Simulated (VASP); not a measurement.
# SnSe in VASP: single point with LDA

Aim: the single point of SnSe with LDA.

Program: VASP 6.6.1. These are calculated values, not measurements. Logs are shortened: lines on timing, memory, paths and dates and some standing lists are left out, and cuts for length are marked.

## Step 1: The cell of the first run

The cell holds a slab with vacuum, 4 atoms: a = 4.190 Å, b = 4.190 Å, c = 10.980 Å, α = 90.00°, β = 90.00°, γ = 90.00°.

## Step 2: Single point, LDA (all Sn atoms moved +0.188 Å, as atom 1 along Cartesian [1 1 0])

INCAR reads:

```
ALGO = Normal
EDIFF = 1E-6
ENCUT = 500
GGA_COMPAT = False
ISIF = 2
ISMEAR = 0
LASPH = True
LCHARG = False
LREAL = False
LWAVE = False
NBANDS = 28
NELM = 120
PREC = Accurate
SIGMA = 0.05
```

KPOINTS reads:

```
k-points
0
Gamma
  6 6 4
```

POSCAR reads:

```
SnSe
1.0
    4.1898989379      0.0000000000      0.0000000000
    0.0000000000      4.1898989379      0.0000000000
    0.0000000000      0.0000000000     10.9796229414
Sn Se
2 2
Direct
    0.5316433698      0.0316433698      0.3781633338
    0.0316433698      0.5316433698      0.6218366662
    0.5000000000      0.0000000000      0.6217782129
    0.0000000000      0.5000000000      0.3782217871
```

Potentials or basis: VASP PAW LDA potentials, release 64 (Sn_d, Se).

Launch:

```
> cat potpaw_LDA.64/Sn_d/POTCAR potpaw_LDA.64/Se/POTCAR > POTCAR
> mpirun -np 1 vasp_std > vasp.out
```

OUTCAR:

```text
EDIFF = 1E-6
   ENCUT = 500
   ISIF = 2
   ISMEAR = 0
   LASPH = True
   LREAL = False
   NELM = 120
   PREC = Accurate

 ion  position               nearest neighbor table
   1  0.532  0.032  0.378-   3 2.68   4 2.78   4 2.97   4 2.97   4 3.15
   2  0.032  0.532  0.622-   4 2.68   3 2.78   3 2.97   3 2.97   3 3.15
   3  0.500  0.000  0.622-   1 2.68   2 2.78   2 2.97   2 2.97   2 3.15
   4  0.000  0.500  0.378-   2 2.68   1 2.78   1 2.97   1 2.97   1 3.15

  LATTYP: Found a simple tetragonal cell.
 ALAT       =     4.1898989379
 C/A-ratio  =     2.6204982755

  Lattice vectors:

 A1 = (   4.1898989379,   0.0000000000,   0.0000000000)
 A2 = (   0.0000000000,   4.1898989379,   0.0000000000)
 A3 = (   0.0000000000,   0.0000000000,  10.9796229414)

Analysis of symmetry for initial positions (statically):
=====================================================================
 Subroutine PRICEL returns:
 Original cell was already a primitive cell.

 Routine SETGRP: Setting up the symmetry group for a
 simple tetragonal supercell.

 Subroutine GETGRP returns: Found  4 space group operations
 (whereof  2 operations were pure point group operations)
 out of a pool of 16 trial point group operations.

The static configuration has the point symmetry C_2 .
 The point group associated with its full space group is C_2v.

Analysis of symmetry for dynamics (positions and initial velocities):
=====================================================================
 Subroutine PRICEL returns:
 Original cell was already a primitive cell.

 Routine SETGRP: Setting up the symmetry group for a
 simple tetragonal supercell.

 Subroutine GETGRP returns: Found  4 space group operations
 (whereof  2 operations were pure point group operations)
 out of a pool of 16 trial point group operations.

The dynamic configuration has the point symmetry C_2 .
 The point group associated with its full space group is C_2v.

 Subroutine INISYM returns: Found  4 space group operations
 (whereof  2 operations are pure point group operations),
 and found     1 'primitive' translations

----------------------------------------------------------------------------------------

                                     Primitive cell

  volume of cell :     192.7501

  direct lattice vectors                    reciprocal lattice vectors
     4.189898938  0.000000000  0.000000000     0.238669241  0.000000000  0.000000000
     0.000000000  4.189898938  0.000000000     0.000000000  0.238669241  0.000000000
     0.000000000  0.000000000 10.979622941     0.000000000  0.000000000  0.091077809

  length of vectors
     4.189898938  4.189898938 10.979622941     0.238669241  0.238669241  0.091077809

  position of ions in fractional coordinates (direct lattice)
     0.531643370  0.031643370  0.378163334
     0.031643370  0.531643370  0.621836666
     0.500000000  0.000000000  0.621778213
     0.000000000  0.500000000  0.378221787

  ion indices of the primitive-cell ions
   primitive index   ion index
                 1           1
                 2           2
                 3           3
                 4           4

----------------------------------------------------------------------------------------

 KPOINTS: k-points

Automatic generation of k-mesh.
 Grid dimensions read from file:
 generate k-points for:    6    6    4

 Generating k-lattice:

  Cartesian coordinates                     Fractional coordinates (reciprocal lattice)
     0.039778207  0.000000000  0.000000000     0.166666667  0.000000000  0.000000000
     0.000000000  0.039778207  0.000000000     0.000000000  0.166666667  0.000000000
     0.000000000  0.000000000  0.022769452     0.000000000  0.000000000  0.250000000

  Length of vectors
     0.039778207  0.039778207  0.022769452

  Shift w.r.t. Gamma in fractional coordinates (k-lattice)
     0.000000000  0.000000000  0.000000000

 Subroutine IBZKPT returns following result:
 ===========================================

 Found     39 irreducible k-points:

 Following reciprocal coordinates:
            Coordinates               Weight
  0.000000  0.000000  0.000000      1.000000
  0.166667  0.000000  0.000000      4.000000
  0.333333  0.000000  0.000000      4.000000
  0.500000  0.000000  0.000000      2.000000
  0.166667  0.166667  0.000000      2.000000
 -0.166667  0.166667  0.000000      2.000000
[... 16 lines left out ...]
  0.333333  0.333333  0.250000      4.000000
 -0.333333  0.333333  0.250000      4.000000
 [... further k-points ...]
   k-points           NKPTS =     39   k-points in BZ     NKDIM =     39   number of bands    NBANDS=     28
   number of dos      NEDOS =    301   number of ions     NIONS =      4
   total plane-waves  NPLWV =  81920
   dimension x,y,z NGX =    32 NGY =   32 NGZ =   80
   dimension x,y,z NGXF=    64 NGYF=   64 NGZF=  160
   ions per type =               2   2
   NGX,Y,Z   is equivalent  to a cutoff of  12.70, 12.70, 12.11 a.u.
   NGXF,Y,Z  is equivalent  to a cutoff of  25.39, 25.39, 24.23 a.u.
 SYSTEM =  unknown system
   PREC   = accura    normal or accurate (medium, high low for compatibility)
   ISTART =      0    job   : 0-new  1-cont  2-samecut
   ICHARG =      2    charge: 1-file 2-atom 10-const
   ISPIN  =      1    spin polarized calculation?
   LNONCOLLINEAR =      F non collinear calculations
   LSORBIT =      F    spin-orbit coupling
   LASPH  =      T    aspherical Exc in radial PAW
   ENCUT  =  500.0 eV  36.75 Ry    6.06 a.u.   7.64  7.64 20.02*2*pi/ulx,y,z
   NELM   =    120;   NELMIN=  2; NELMDL= -5     # of ELM steps
   EDIFF  = 0.1E-05   stopping-criterion for ELM
   LREAL  =      F    real-space projection
   EDIFFG = 0.1E-04   stopping-criterion for IOM
   NSW    =      0    number of steps for IOM
   IBRION =     -1    ionic relax: 0-MD 1-quasi-New 2-CG
   NFREE  =      0    steps in history (QN), initial steepest desc. (CG)
   ISIF   =      2    stress and relaxation
   ISYM   =      2    0-nonsym 1-usesym 2-fastsym
   POTIM  = 0.5000    time-step for ionic-motion
   TEBEG  =    0.0;   TEEND  =   0.0 temperature during run
   PSTRESS=    0.0 pullay stress
   NELECT =      40.0000    total number of electrons
   NUPDOWN=      -1.0000    fix difference up-down
   EMIN   =  10.00;   EMAX   =-10.00  energy-range for DOS
   EFERMI =   0.00;   METHOD = LEGACY
   ISMEAR =     0;   SIGMA  =   0.05  broadening in eV -4-tet -1-fermi 0-gaus
   EFERMI_NEDOS =   21; number of points for ismear=-14 and -15
   IALGO  =     38    algorithm
   IMIX   =      4    mixing-type and parameters
     AMIX     =   0.40;   BMIX     =  1.00
     AMIX_MAG =   1.60;   BMIX_MAG =  1.00
  volume/ion in A,a.u.               =      48.19       325.19
  Fermi-wavevector in a.u.,A,eV,Ry     =   0.969237  1.831592 12.781590  0.939420
  Thomas-Fermi vector in A             =   2.099273
   LORBIT       =      0    0 simple, 1 ext, 2 COOP (PROOUT), +10 PAW based schemes
   GGA     = CA    functional components
   LHFCALC =     F    Hartree Fock is set to
   AEXX    =    0.0000 exact exchange contribution
   IVDW    =     0    specifies the selected vdW correction
   LEPSILON=     F    determine dielectric tensor
   LRPA    =     F    only Hartree local field effects (RPA)
 non-spin polarized calculation
 Gauss-broadening in eV      SIGMA  =   0.05
  energy-cutoff  :      500.00
  volume of cell :      192.75
 maximum number of plane-waves:      4921
 NGX is ok and might be reduce to    32
   NGX = 15   NGY = 15   NGZ = 41

 number of electron      39.9999991 magnetization

 Free energy of the ion-electron system (eV)
  ---------------------------------------------------
  ext. energy  EPLUGINS =         0.00000000
  ---------------------------------------------------
  free energy    TOTEN  =       -18.47702130 eV

  energy without entropy =      -18.47702130  energy(sigma->0) =      -18.47702130

 E-fermi :   1.0997     XC(G=0):  -6.3473

 val. band max:        0.7902608921   @ k =   0.3333   0.0000   0.5000
 cond. band min:       2.2929943255   @ k =  -0.1667   0.3333   0.5000
 fundamental gap:      1.5027334334
 Fermi energy:         1.0996595417

 k-point     1 :       0.0000    0.0000    0.0000
  band No.  band energies     occupation
      1     -20.2533      2.00000
      2     -20.2227      2.00000
      3     -20.2218      2.00000
      4     -20.2124      2.00000
      5     -20.2111      2.00000
      6     -20.2105      2.00000
[... 20 lines left out ...]
     27       6.7013      0.00000
     28       6.7213      0.00000

 k-point     2 :       0.1667    0.0000    0.0000
  band No.  band energies     occupation
      1     -20.2486      2.00000
      2     -20.2242      2.00000
      3     -20.2201      2.00000
      4     -20.2141      2.00000
      5     -20.2127      2.00000
      6     -20.2085      2.00000
[... 20 lines left out ...]
     27       5.9292      0.00000
     28       6.4188      0.00000

 k-point     3 :       0.3333    0.0000    0.0000
  band No.  band energies     occupation
      1     -20.2386      2.00000
      2     -20.2289      2.00000
      3     -20.2231      2.00000
      4     -20.2173      2.00000
      5     -20.2103      2.00000
      6     -20.2035      2.00000
[... 20 lines left out ...]
     27       5.6451      0.00000
     28       7.2468      0.00000

 k-point     4 :       0.5000    0.0000    0.0000
  band No.  band energies     occupation
      1     -20.2317      2.00000
      2     -20.2317      2.00000
      3     -20.2238      2.00000
      4     -20.2238      2.00000
      5     -20.2042      2.00000
      6     -20.2042      2.00000
[... 20 lines left out ...]
     27       6.6000      0.00000
     28       6.6000      0.00000

 k-point     5 :       0.1667    0.1667    0.0000
  band No.  band energies     occupation
      1     -20.2466      2.00000
      2     -20.2264      2.00000
      3     -20.2171      2.00000
      4     -20.2151      2.00000
      5     -20.2125      2.00000
      6     -20.2075      2.00000
[... 20 lines left out ...]
     27       5.6457      0.00000
     28       6.9595      0.00000

 k-point     6 :      -0.1667    0.1667    0.0000
  band No.  band energies     occupation
      1     -20.2447      2.00000
      2     -20.2290      2.00000
      3     -20.2204      2.00000
      4     -20.2141      2.00000
      5     -20.2102      2.00000
      6     -20.2073      2.00000
[... 463 lines left out ...]
      5     -20.2074      2.00000
      6     -20.2032      2.00000
[... 20 lines left out ...]
     27       6.0732      0.00000
     28       6.6834      0.00000

 k-point    22 :       0.5000    0.1667    0.2500
  band No.  band energies     occupation
      1     -20.2415      2.00000
      2     -20.2371      2.00000
      3     -20.2211      2.00000
      4     -20.2158      2.00000
      5     -20.2047      2.00000
      6     -20.2018      2.00000
[... 20 lines left out ...]
     27       6.6705      0.00000
     28       6.7489      0.00000

 k-point    23 :       0.3333    0.3333    0.2500
  band No.  band energies     occupation
      1     -20.2505      2.00000
      2     -20.2433      2.00000
      3     -20.2141      2.00000
      4     -20.2112      2.00000
      5     -20.2093      2.00000
      6     -20.1980      2.00000
[... 20 lines left out ...]
     27       6.5432      0.00000
     28       6.8113      0.00000

 k-point    24 :      -0.3333    0.3333    0.2500
  band No.  band energies     occupation
      1     -20.2472      2.00000
      2     -20.2459      2.00000
      3     -20.2195      2.00000
      4     -20.2096      2.00000
      5     -20.2021      2.00000
      6     -20.2011      2.00000
[... 20 lines left out ...]
     27       6.5191      0.00000
     28       6.9507      0.00000

 [... further k-points ...]
[... 5 lines left out ...]
  --------------------------------------------------------------------------------------
  -------------------------------------------------------------------------------------
  Total        0.5596445      0.5596445      0.1686917      0.4254754      0.0000000      0.0000000
  in kB        4.6518781      4.6518781      1.4021990      3.5366372      0.0000000      0.0000000
  external PRESSURE =       3.5686517 kB  Pullay stress =       0.0000000 kB

 VOLUME and BASIS-vectors are now :
 -----------------------------------------------------------------------------
  energy-cutoff  :      500.00
  volume of cell :      192.75
      direct lattice vectors                 reciprocal lattice vectors
     4.189898938  0.000000000  0.000000000     0.238669241  0.000000000  0.000000000
     0.000000000  4.189898938  0.000000000     0.000000000  0.238669241  0.000000000
     0.000000000  0.000000000 10.979622941     0.000000000  0.000000000  0.091077809

 POSITION                                       TOTAL-FORCE (eV/Angst)
 -----------------------------------------------------------------------------------
      2.22753      0.13258      4.15209        -0.098897     -0.098897     -0.054148
      0.13258      2.22753      6.82753        -0.098897     -0.098897      0.054148
      2.09495      0.00000      6.82689         0.098897      0.098897      0.017900
      0.00000      2.09495      4.15273         0.098897      0.098897     -0.017900
 -----------------------------------------------------------------------------------
    total drift:                                0.000349      0.000349     -0.000000

  FREE ENERGIE OF THE ION-ELECTRON SYSTEM (eV)
  ---------------------------------------------------
  free  energy   TOTEN  =       -18.4770213001 eV

  energy  without entropy=      -18.4770213001  energy(sigma->0) =      -18.47702130
```

It took 67 s on 1 thread of Intel Xeon 6975P-C (Granite Rapids), shared host; peak memory 0.33 GiB.

What came out:

| Quantity | Value |
| --- | --- |
| Free energy | -18.4770 eV |
| Largest force | 0.150 eV/Å |
| Band gap on the k mesh | 1.50 eV, indirect (least direct gap 1.57 eV) |

Forces in eV/Å, atoms in the order of the input:
```
Sn  -0.099 -0.099 -0.054
Sn  -0.099 -0.099  0.054
Se   0.099  0.099  0.018
Se   0.099  0.099 -0.018
```

Caveat: the cell differs from its parent crystal (all Sn atoms moved +0.188 Å, as atom 1 along Cartesian [1 1 0]); spin-orbit coupling is left out, which moves the levels of the heavy elements.
